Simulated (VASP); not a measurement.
Wanted: the native input for a VASP 6.6.1 run.

* Task: single point
* Functional: PBEsol
* Potentials or basis: VASP PAW PBE potentials, release 64 (Ti_sv, Al)
* Cutoff: 520 eV
* k mesh: 18 × 18 × 10
* Occupations: gaussian, width 0.15 eV
* Spin: no spin polarisation
* Dipole correction: no
* Further INCAR settings: ALGO = Fast; EDIFF = 1e-06; NBANDS = 14

The structure of TiAl lies in POSCAR:

```
TiAl
1.0
    2.9425000000      0.0000000000      0.0000000000
   -1.4712500000      2.5482797506      0.0000000000
    0.0000000000      0.0000000000      5.1735000000
Ti Al
1 1
Direct
    0.0000000000      0.0000000000      0.0000000000
    0.3333333333      0.6666666667      0.5000000000
```

One way to write it, as run:

INCAR

```
SYSTEM = TiAl
PREC = Accurate ; ENCUT = 520
EDIFF = 1E-6 ; ISMEAR = 0
SIGMA = 0.15 ; LREAL = .FALSE.
LASPH = .TRUE. ; NELM = 60
ALGO = Fast ; ISIF = 2
LWAVE = .FALSE. ; LCHARG = .FALSE.
GGA = PS ; NBANDS = 14
```

KPOINTS

```
regular mesh
0
G
  18 18 10
  0 0 0
```

Potentials or basis: VASP PAW PBE potentials, release 64 (Ti_sv, Al).

Run with:

```sh
$ cat potpaw_PBE.64/Ti_sv/POTCAR potpaw_PBE.64/Al/POTCAR > POTCAR
$ mpirun -np 1 vasp_std > vasp.out
```

It gave:

| Quantity | Value |
| --- | --- |
| Pressure | -14.0 GPa |
| Band gap on the k mesh | zero (an odd number of electrons rules out a gap without spin polarisation) |

Caveat: the cell stands under tension; the PAW data sets were made with another functional, which shifts forces and pressure a little.

Wall time 5.5 min on 1 thread of Intel Xeon 8259CL, on a shared host, peak memory 0.26 GiB.
